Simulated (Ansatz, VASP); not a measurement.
## Ca3Lu in VASP and in Ansatz

File INCAR:

```
ALGO     = Normal         # electronic algorithm
EDIFF    = 1E-6           # SCF threshold, eV
EDIFFG   = -0.01          # ionic threshold
ENCUT    = 600            # plane-wave cutoff, eV
GGA      = PE             # functional
IBRION   = 2              # ionic algorithm
ISIF     = 3              # what is computed and relaxed
ISMEAR   = -1             # smearing method
IVDW     = 12             # dispersion correction
LASPH    = True           # aspherical terms in the spheres
LCHARG   = False          # write CHGCAR
LREAL    = False          # projectors in reciprocal space
LWAVE    = False          # write WAVECAR
NELM     = 100            # most SCF steps
NSW      = 60             # ionic steps
PREC     = Accurate       # precision mode
SIGMA    = 0.05           # smearing width, eV
```

The input KPOINTS:

```
k-points
0
Gamma
  5 5 5
```

Contents of POSCAR:

```
Ca3Lu
1.0
    5.3617750000      0.0000000000      0.0000000000
    0.0000000000      5.3617750000      0.0000000000
    0.0000000000      0.0000000000      5.3617750000
Lu Ca
1 3
Direct
    0.5000000000      0.5000000000      0.5000000000
    0.0000000000      0.0000000000      0.5000000000
    0.0000000000      0.5000000000      0.0000000000
    0.5000000000      0.0000000000      0.0000000000
```

File input.yaml:

```yaml
crystal:
  lattice:
    - [5.361775, 0.0, 0.0]
    - [0.0, 5.361775, 0.0]
    - [0.0, 0.0, 5.361775]
  atoms:
    - { symbol: Lu, position: [0.5, 0.5, 0.5] }
    - { symbol: Ca, position: [0.0, 0.0, 0.5] }
    - { symbol: Ca, position: [0.0, 0.5, 0.0] }
    - { symbol: Ca, position: [0.5, 0.0, 0.0] }
hamiltonian:
  xc: pbe
  pseudopotentials: { kind: paw }
  dispersion: d3bj
kpoints:
  mp_grid: { grid: [5, 5, 5] }
scf:
  occupations: { method: fermi_dirac, width: 0.05 }
output:
  forces: true
  stress: true
  eigenvalues: true
  write_density: true
  write_potential: true
  elf: true
  volumetric_format: npy
relax:
  f_tol: 0.01
  max_steps: 40
  cell: { stress_tol: 0.05 }
```

Alike in both runs: task relaxation of cell and atoms; functional PBE; dispersion D3(BJ); k mesh 5 × 5 × 5; occupations fermi-dirac, width 0.05 eV; no spin polarisation.

|  | VASP | Ansatz |
| --- | --- | --- |
| version | VASP 6.6.1 | Ansatz 0.2.0 |
| potentials or method | VASP PAW PBE potentials, release 64 (Lu, Ca_sv) | Ansatz PAW |
| plane-wave cutoff (eV) | 600 | 420 |
| valence electrons in the cell | 55 | 55 |

```tsv
	VASP	Ansatz	Ansatz less VASP
gap on the k mesh at the Fermi level, each at its own relaxed structure (eV)	none	none	-
relaxed volume (Å³/atom)	36.80	36.69	-0.112
relaxed cell length with the largest relative difference (Å)	5.280	5.275	-0.0054
```

A gap of «none» marks a metal or a gap that the smearing closes.

Neither program's run includes spin-orbit coupling. Noted on Ansatz's run: the plane-wave basis is chosen anew once the cell has moved, so the energies of steps on either side of that aren't comparable.
